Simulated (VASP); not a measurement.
Input of a VASP 6.6.1 run:

INCAR

```
  PREC = Accurate
  ENCUT = 600
  EDIFF = 1E-6
  ISMEAR = 1
  SIGMA = 0.05
  LREAL = False
  LASPH = True
  NELM = 120
  ALGO = Normal
  ISIF = 2
  LWAVE = False
  LCHARG = False
  GGA = PS
  NBANDS = 7
  GGA_COMPAT = False
```

File KPOINTS:

```
Automatic mesh
0
Gamma
  10 10 10
```

Contents of POSCAR:

```
Be
1.0
   -1.2467813357      1.2467813357      1.2467813357
    1.2467813357     -1.2467813357      1.2467813357
    1.2467813357      1.2467813357     -1.2467813357
Be
1
Direct
    0.0000000000      0.0000000000      0.0000000000
```

Potentials or basis: VASP PAW PBE potentials, release 64 (Be).

The run is started by

```sh
$ cat potpaw_PBE.64/Be/POTCAR > POTCAR
$ mpirun -np 1 vasp_std > vasp.out
```

What does it give for the band gap on the k mesh?

Zero (bands 1 and 2 overlap by 5.06 eV).

Estimate the pressure.

0.4 GPa.

Caveat: the PAW data sets were made with another functional, which shifts forces and pressure a little.
